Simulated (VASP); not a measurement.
# Hf (P6/mmm) in VASP: notebook

Hf is run at these levels: PBE, r2SCAN; tasks: single point, relaxation of cell and atoms.

Program: VASP 6.6.1. These are calculated values, not measurements. Logs are shortened: lines on timing, memory, paths and dates and some standing lists are left out, and cuts for length are marked.

## (1) The cell of the first run

It takes space group P6/mmm (No. 191, hexagonal). The conventional cell has a = 4.987 Å, b = 4.987 Å, c = 3.113 Å, α = 90.00°, β = 90.00°, γ = 120.00°. Within 3.8 Å of Hf (site symmetry -6m2) lie 11 Hf at 2.88 to 3.27 Å. Hf (site symmetry 6/mmm) has 14 Hf at 3.11 to 3.27 Å within 4.1 Å.

This isn't the form of Hf at room conditions, which is hcp.

## (2) Single point, PBE

INCAR reads:

```
ALGO = Fast ; EDIFF = 1E-6
ENCUT = 520 ; GGA = PE
ISIF = 2 ; ISMEAR = 0
LASPH = True ; LCHARG = False
LREAL = False ; LWAVE = False
NBANDS = 22 ; NELM = 100
PREC = Accurate ; SIGMA = 0.05
```

KPOINTS reads:

```
k-points
0
Gamma
  6 6 6
```

POSCAR reads:

```
Hf
1.0
    4.9874550211      0.0000000000      0.0000000000
   -2.4937275105      4.3192627485      0.0000000000
    0.0000000000      0.0000000000      3.1126719987
Hf
3
Direct
    0.6666666667      0.3333333333      0.5000000000
    0.3333333333      0.6666666667      0.5000000000
    0.0000000000      0.0000000000      0.0000000000
```

Potentials or basis: VASP PAW PBE potentials, release 64 (Hf_pv).

Started as:

```bash
cat potpaw_PBE.64/Hf_pv/POTCAR > POTCAR
mpirun -np 1 vasp_std > vasp.out
```

OUTCAR:

```text
EDIFF = 1E-6
   ENCUT = 520
   GGA = PE
   ISIF = 2
   ISMEAR = 0
   LASPH = True
   LREAL = False
   NELM = 100
   PREC = Accurate

 ion  position               nearest neighbor table
   1  0.667  0.333  0.500-   2 2.88   2 2.88   2 2.88   3 3.27   3 3.27   3 3.27   3 3.27   3 3.27
                             3 3.27
   2  0.333  0.667  0.500-   1 2.88   1 2.88   1 2.88   3 3.27   3 3.27   3 3.27   3 3.27   3 3.27
                             3 3.27
   3  0.000  0.000  0.000-   1 3.27   2 3.27   1 3.27   2 3.27   2 3.27   2 3.27   1 3.27   1 3.27
                             1 3.27   1 3.27   2 3.27   2 3.27

  LATTYP: Found a hexagonal cell.
 ALAT       =     4.9874550211
 C/A-ratio  =     0.6241002647

  Lattice vectors:

 A1 = (   4.9874550211,   0.0000000000,   0.0000000000)
 A2 = (  -2.4937275105,   4.3192627485,   0.0000000000)
 A3 = (   0.0000000000,   0.0000000000,   3.1126719987)

Analysis of symmetry for initial positions (statically):
=====================================================================
 Subroutine PRICEL returns:
 Original cell was already a primitive cell.

 Routine SETGRP: Setting up the symmetry group for a
 hexagonal supercell.

 Subroutine GETGRP returns: Found 24 space group operations
 (whereof 24 operations were pure point group operations)
 out of a pool of 24 trial point group operations.

The static configuration has the point symmetry D_6h.

Analysis of symmetry for dynamics (positions and initial velocities):
=====================================================================
 Subroutine PRICEL returns:
 Original cell was already a primitive cell.

 Routine SETGRP: Setting up the symmetry group for a
 hexagonal supercell.

 Subroutine GETGRP returns: Found 24 space group operations
 (whereof 24 operations were pure point group operations)
 out of a pool of 24 trial point group operations.

The dynamic configuration has the point symmetry D_6h.

 Subroutine INISYM returns: Found 24 space group operations
 (whereof 24 operations are pure point group operations),
 and found     1 'primitive' translations

----------------------------------------------------------------------------------------

                                     Primitive cell

  volume of cell :      67.0536

  direct lattice vectors                    reciprocal lattice vectors
     4.987455021  0.000000000  0.000000000     0.200503061  0.115760496  0.000000000
    -2.493727510  4.319262748  0.000000000     0.000000000  0.231520993  0.000000000
     0.000000000  0.000000000  3.112671999     0.000000000  0.000000000  0.321267387

  length of vectors
     4.987455021  4.987455021  3.112671999     0.231520993  0.231520993  0.321267387

  position of ions in fractional coordinates (direct lattice)
     0.666666667  0.333333333  0.500000000
     0.333333333  0.666666667  0.500000000
     0.000000000  0.000000000  0.000000000

  ion indices of the primitive-cell ions
   primitive index   ion index
                 1           1
                 2           2
                 3           3

----------------------------------------------------------------------------------------

 KPOINTS: k-points

Automatic generation of k-mesh.
 Grid dimensions read from file:
 generate k-points for:    6    6    6

 Generating k-lattice:

  Cartesian coordinates                     Fractional coordinates (reciprocal lattice)
     0.033417177  0.019293416  0.000000000     0.166666667  0.000000000  0.000000000
     0.000000000  0.038586832  0.000000000     0.000000000  0.166666667  0.000000000
     0.000000000  0.000000000  0.053544565     0.000000000  0.000000000  0.166666667

  Length of vectors
     0.038586832  0.038586832  0.053544565

  Shift w.r.t. Gamma in fractional coordinates (k-lattice)
     0.000000000  0.000000000  0.000000000

 Subroutine IBZKPT returns following result:
 ===========================================

 Found     28 irreducible k-points:

 Following reciprocal coordinates:
            Coordinates               Weight
  0.000000  0.000000  0.000000      1.000000
  0.166667  0.000000  0.000000      6.000000
  0.333333  0.000000  0.000000      6.000000
  0.500000  0.000000  0.000000      3.000000
  0.166667  0.166667  0.000000      6.000000
  0.333333  0.166667  0.000000     12.000000
[... 16 lines left out ...]
  0.166667  0.000000  0.500000      6.000000
  0.333333  0.000000  0.500000      6.000000
 [... further k-points ...]
   k-points           NKPTS =     28   k-points in BZ     NKDIM =     28   number of bands    NBANDS=     22
   number of dos      NEDOS =    301   number of ions     NIONS =      3
   total plane-waves  NPLWV =  38400
   dimension x,y,z NGX =    40 NGY =   40 NGZ =   24
   dimension x,y,z NGXF=    80 NGYF=   80 NGZF=   48
   ions per type =               3
   NGX,Y,Z   is equivalent  to a cutoff of  13.33, 13.33, 12.82 a.u.
   NGXF,Y,Z  is equivalent  to a cutoff of  26.67, 26.67, 25.64 a.u.
 SYSTEM =  unknown system
   PREC   = accura    normal or accurate (medium, high low for compatibility)
   ISTART =      0    job   : 0-new  1-cont  2-samecut
   ICHARG =      2    charge: 1-file 2-atom 10-const
   ISPIN  =      1    spin polarized calculation?
   LNONCOLLINEAR =      F non collinear calculations
   LSORBIT =      F    spin-orbit coupling
   LASPH  =      T    aspherical Exc in radial PAW
   ENCUT  =  520.0 eV  38.22 Ry    6.18 a.u.   9.27  9.27  5.79*2*pi/ulx,y,z
   NELM   =    100;   NELMIN=  2; NELMDL= -5     # of ELM steps
   EDIFF  = 0.1E-05   stopping-criterion for ELM
   LREAL  =      F    real-space projection
   EDIFFG = 0.1E-04   stopping-criterion for IOM
   NSW    =      0    number of steps for IOM
   IBRION =     -1    ionic relax: 0-MD 1-quasi-New 2-CG
   NFREE  =      0    steps in history (QN), initial steepest desc. (CG)
   ISIF   =      2    stress and relaxation
   ISYM   =      2    0-nonsym 1-usesym 2-fastsym
   POTIM  = 0.5000    time-step for ionic-motion
   TEBEG  =    0.0;   TEEND  =   0.0 temperature during run
   PSTRESS=    0.0 pullay stress
   NELECT =      30.0000    total number of electrons
   NUPDOWN=      -1.0000    fix difference up-down
   EMIN   =  10.00;   EMAX   =-10.00  energy-range for DOS
   EFERMI =   0.00;   METHOD = LEGACY
   ISMEAR =     0;   SIGMA  =   0.05  broadening in eV -4-tet -1-fermi 0-gaus
   EFERMI_NEDOS =   21; number of points for ismear=-14 and -15
   IALGO  =     68    algorithm
   IMIX   =      4    mixing-type and parameters
     AMIX     =   0.40;   BMIX     =  1.00
     AMIX_MAG =   1.60;   BMIX_MAG =  1.00
  volume/ion in A,a.u.               =      22.35       150.83
  Fermi-wavevector in a.u.,A,eV,Ry     =   1.252106  2.366138 21.330814  1.567771
  Thomas-Fermi vector in A             =   2.386022
   LORBIT       =      0    0 simple, 1 ext, 2 COOP (PROOUT), +10 PAW based schemes
   GGA     = PE    functional components
   LHFCALC =     F    Hartree Fock is set to
   AEXX    =    0.0000 exact exchange contribution
   IVDW    =     0    specifies the selected vdW correction
   LEPSILON=     F    determine dielectric tensor
   LRPA    =     F    only Hartree local field effects (RPA)
 non-spin polarized calculation
 RMM-DIIS sequential band-by-band and
 Gauss-broadening in eV      SIGMA  =   0.05
  energy-cutoff  :      520.00
  volume of cell :       67.05
 maximum number of plane-waves:      1836
 NGX is ok and might be reduce to    40
   NGX = 19   NGY = 19   NGZ = 11

 number of electron      30.0000001 magnetization

 Free energy of the ion-electron system (eV)
  ---------------------------------------------------
  ext. energy  EPLUGINS =         0.00000000
  ---------------------------------------------------
  free energy    TOTEN  =       -29.65032935 eV

  energy without entropy =      -29.64761113  energy(sigma->0) =      -29.64897024

 E-fermi :   4.6867     XC(G=0): -11.2878

 val. band max:        4.6832245604   @ k =   0.1667   0.0000   0.0000
 cond. band min:       4.7312929185   @ k =   0.3333   0.3333   0.1667
 fundamental gap:      0.0480683581
 Fermi energy:         4.6867450179

 k-point     1 :       0.0000    0.0000    0.0000
  band No.  band energies     occupation
      1     -26.0084      2.00000
      2     -26.0084      2.00000
      3     -25.9528      2.00000
      4     -25.9528      2.00000
      5     -25.6190      2.00000
      6     -25.3845      2.00000
[... 14 lines left out ...]
     21       7.5755      0.00000
     22       7.5905      0.00000

 k-point     2 :       0.1667    0.0000    0.0000
  band No.  band energies     occupation
      1     -26.1064      2.00000
      2     -26.0729      2.00000
      3     -25.8520      2.00000
      4     -25.8281      2.00000
      5     -25.6085      2.00000
      6     -25.3866      2.00000
[... 14 lines left out ...]
     21       7.1660      0.00000
     22       8.4529      0.00000

 k-point     3 :       0.3333    0.0000    0.0000
  band No.  band energies     occupation
      1     -26.1935      2.00000
      2     -26.0491      2.00000
      3     -25.7590      2.00000
      4     -25.7462      2.00000
      5     -25.5861      2.00000
      6     -25.4033      2.00000
[... 14 lines left out ...]
     21       8.0478      0.00000
     22       8.8591      0.00000

 k-point     4 :       0.5000    0.0000    0.0000
  band No.  band energies     occupation
      1     -26.2253      2.00000
      2     -25.9771      2.00000
      3     -25.7982      2.00000
      4     -25.7242      2.00000
      5     -25.5740      2.00000
      6     -25.4275      2.00000
[... 14 lines left out ...]
     21       7.7216      0.00000
     22       9.0317      0.00000

 k-point     5 :       0.1667    0.1667    0.0000
  band No.  band energies     occupation
      1     -26.1326      2.00000
      2     -26.1118      2.00000
      3     -25.8110      2.00000
      4     -25.7130      2.00000
      5     -25.5920      2.00000
      6     -25.3880      2.00000
[... 14 lines left out ...]
     21       7.7500      0.00000
     22       9.2539      0.00000

 k-point     6 :       0.3333    0.1667    0.0000
  band No.  band energies     occupation
      1     -26.1689      2.00000
      2     -26.0376      2.00000
      3     -25.8715      2.00000
      4     -25.6305      2.00000
      5     -25.5748      2.00000
      6     -25.4597      2.00000
[... 14 lines left out ...]
     21       7.9594      0.00000
     22       8.6896      0.00000

 k-point     7 :       0.3333    0.3333    0.0000
  band No.  band energies     occupation
      1     -26.0414      2.00000
      2     -26.0414      2.00000
      3     -26.0400      2.00000
      4     -25.5697      2.00000
      5     -25.5306      2.00000
      6     -25.5306      2.00000
[... 324 lines left out ...]
      6     -25.6736      2.00000
[... 14 lines left out ...]
     21       8.2054      0.00000
     22       9.2824      0.00000

 k-point    21 :       0.3333    0.3333    0.3333
  band No.  band energies     occupation
      1     -26.1437      2.00000
      2     -25.9966      2.00000
      3     -25.9966      2.00000
      4     -25.7784      2.00000
      5     -25.6772      2.00000
      6     -25.6772      2.00000
[... 14 lines left out ...]
     21       8.4767      0.00000
     22       9.1392      0.00000

 k-point    22 :       0.0000    0.0000    0.5000
  band No.  band energies     occupation
      1     -26.0557      2.00000
      2     -25.9532      2.00000
      3     -25.8931      2.00000
      4     -25.8931      2.00000
      5     -25.8885      2.00000
      6     -25.8885      2.00000
[... 14 lines left out ...]
     21       9.8865      0.00000
     22      10.8340      0.00000

 k-point    23 :       0.1667    0.0000    0.5000
  band No.  band energies     occupation
      1     -26.0732      2.00000
      2     -26.0167      2.00000
      3     -25.9035      2.00000
      4     -25.8934      2.00000
      5     -25.8517      2.00000
      6     -25.8205      2.00000
[... 14 lines left out ...]
     21       9.6723      0.00000
     22       9.9833      0.00000

 k-point    24 :       0.3333    0.0000    0.5000
  band No.  band energies     occupation
      1     -26.1220      2.00000
      2     -26.0689      2.00000
      3     -25.9313      2.00000
      4     -25.8940      2.00000
      5     -25.8071      2.00000
      6     -25.7342      2.00000
[... 14 lines left out ...]
     21       9.2228      0.00000
     22       9.4014      0.00000

 [... further k-points ...]

------------------------ aborting loop because EDIFF is reached ----------------------------------------

  FORCE on cell =-STRESS in cart. coord.  units (eV):
  Direction    XX          YY          ZZ          XY          YZ          ZX
  --------------------------------------------------------------------------------------
  -------------------------------------------------------------------------------------
  Total       -0.2215156     -0.2215156     -0.2155681     -0.0000000     -0.0000000      0.0000000
  in kB       -5.2928911     -5.2928911     -5.1507818     -0.0000000     -0.0000000      0.0000000
  external PRESSURE =      -5.2455213 kB  Pullay stress =       0.0000000 kB

 VOLUME and BASIS-vectors are now :
 -----------------------------------------------------------------------------
  energy-cutoff  :      520.00
  volume of cell :       67.05
      direct lattice vectors                 reciprocal lattice vectors
     4.987455021  0.000000000  0.000000000     0.200503061  0.115760496  0.000000000
    -2.493727510  4.319262748  0.000000000     0.000000000  0.231520993  0.000000000
     0.000000000  0.000000000  3.112671999     0.000000000  0.000000000  0.321267387

 POSITION                                       TOTAL-FORCE (eV/Angst)
 -----------------------------------------------------------------------------------
      2.49373      1.43975      1.55634         0.000000     -0.000000     -0.000000
     -0.00000      2.87951      1.55634        -0.000000      0.000000      0.000000
      0.00000      0.00000      0.00000         0.000000     -0.000000     -0.000000
 -----------------------------------------------------------------------------------
    total drift:                                0.000000     -0.000000      0.000000

  FREE ENERGIE OF THE ION-ELECTRON SYSTEM (eV)
  ---------------------------------------------------
  free  energy   TOTEN  =       -29.6503293456 eV

  energy  without entropy=      -29.6476111297  energy(sigma->0) =      -29.64897024
```

Wall time 25 s (1 thread of Intel Xeon 6975P-C (Granite Rapids), shared host); peak memory 0.19 GiB.

What came out:

- Free energy: -29.6503 eV
- Pressure: -0.5 GPa
- Band gap on the k mesh: zero (bands 15 and 16 overlap by 0.91 eV)

Caveat: spin-orbit coupling is left out, which moves the levels of the heavy elements.

(Continued in part 2 of 2.)

The gap in the log of VASP goes by the Fermi energy; the results here count the filled bands.